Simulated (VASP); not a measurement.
Input of a VASP 6.6.1 run:

File INCAR:

```
PREC = Accurate
ENCUT = 520
EDIFF = 1E-7
ISMEAR = 0
SIGMA = 0.02
LREAL = Auto
LASPH = True
NELM = 60
ALGO = Normal
ISIF = 2
LWAVE = False
LCHARG = False
GGA = PE
IVDW = 12
NBANDS = 53
```

The input KPOINTS:

```
regular mesh
0
Gamma
  2 2 2
```

Contents of POSCAR:

```
Si16Ge
1.0
    0.0000000000      5.4300000000      5.4300000000
    5.4300000000      0.0000000000      5.4300000000
    5.4300000000      5.4300000000      0.0000000000
Si Ge
16 1
Direct
    0.0007766257     -0.0020713734     -0.0000765427
    0.1215582541      0.1289126093      0.1204763211
   -0.0116587355      0.0014702301      0.5056041941
    0.1208314469      0.1295522567      0.6285373679
    0.0010207314      0.5012240465     -0.0003010323
    0.1251533622      0.6252217206      0.1242776017
    0.0010646476      0.5010184434      0.4969762663
    0.1198960552      0.6199834053      0.6294846716
    0.5065849282      0.0043875504     -0.0124943492
    0.6304993019      0.1305650068      0.1188505820
    0.5043556439      0.0066515674      0.5004100512
    0.6251014570      0.1251792662      0.6243872514
    0.4978620088      0.5008491990      0.0000465707
    0.6295590277      0.6209032032      0.1197711071
    0.5013962186      0.4884278487      0.5033674796
    0.6287687864      0.6216236174      0.6278206660
    0.3751186097      0.8752361122      0.3742143034
```

Potentials or basis: VASP PAW PBE potentials, release 64 (Si, Ge_d).

Run with:

```bash
$ cat potpaw_PBE.64/Si/POTCAR potpaw_PBE.64/Ge_d/POTCAR > POTCAR
$ mpirun -np 1 vasp_std > vasp.out
```

**Question.** Predict the dispersion energy per atom.

**Answer.** -0.333 eV.

**Question.** Estimate the band gap on the k mesh.

**Answer.** Zero (band 39 reaches 7.00 eV, above the bottom of band 40 at 6.68 eV).

**Question.** What does it give for the pressure?

**Answer.** 3.7 GPa.

Stress tensor (GPa, compression positive):
```
3.66 0.00 0.00
0.00 3.44 0.00
0.00 0.00 3.96
```

Caveat: the k points lie up to 0.50 Å⁻¹ apart.
